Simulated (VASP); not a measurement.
TaH2O3: single point with PBE

Crystal: TaH2O3.

```
H Ta O
1.0
     2.48221    4.29932    0.00000
    -2.48221    4.29932    0.00000
     0.00000    0.00000    3.33823
H Ta O
2 1 3
Direct
  0.33333 0.33333 0.50000
  0.66667 0.66667 0.50000
  0.00000 0.00000 0.00000
  0.50000 0.50000 0.00000
  0.50000 0.00000 0.00000
  0.00000 0.50000 0.00000
```

```json
{"Program": "VASP 6.6.1", "Task": "single point", "Functional": "PBE", "Potentials or basis": "VASP PAW PBE potentials, release 64 (H, Ta_pv, O)", "Cutoff": "520 eV", "k mesh": "7 × 7 × 9", "Occupations": "fermi-dirac, width 0.1 eV", "Spin": "no spin polarisation"}
```

| Property | Result |
| --- | --- |
| Pressure | -34.4 GPa |
| Band gap on the k mesh | zero (an odd number of electrons rules out a gap without spin polarisation) |

Stress tensor (GPa, compression positive):
```
-37.45   0.00   0.00
  0.00 -37.45   0.00
  0.00   0.00 -28.18
```

Levels at points of the mesh, in eV from the Fermi level:
| k point | band 12 | band 13 | band 14 | band 15 | band 16 | band 17 | band 18 | band 19 |
| --- | --- | --- | --- | --- | --- | --- | --- | --- |
| (0.00, 0.00, 0.00) | -1.26 | -1.26 | -1.18 | -0.50 | 0.17 | 0.17 | 0.89 | 0.89 |

Wall time 3.7 min on 1 thread of AMD EPYC 7R43 64-Core Processor (Zen 3), on a shared host, peak memory 0.2 GiB.

Caveat: the stress differs along the axes, from -37 to -28 GPa; spin-orbit coupling is left out, which moves the levels of the heavy elements; an odd number of electrons without spin polarisation forces a metal; a magnetic or distorted state may lie lower.
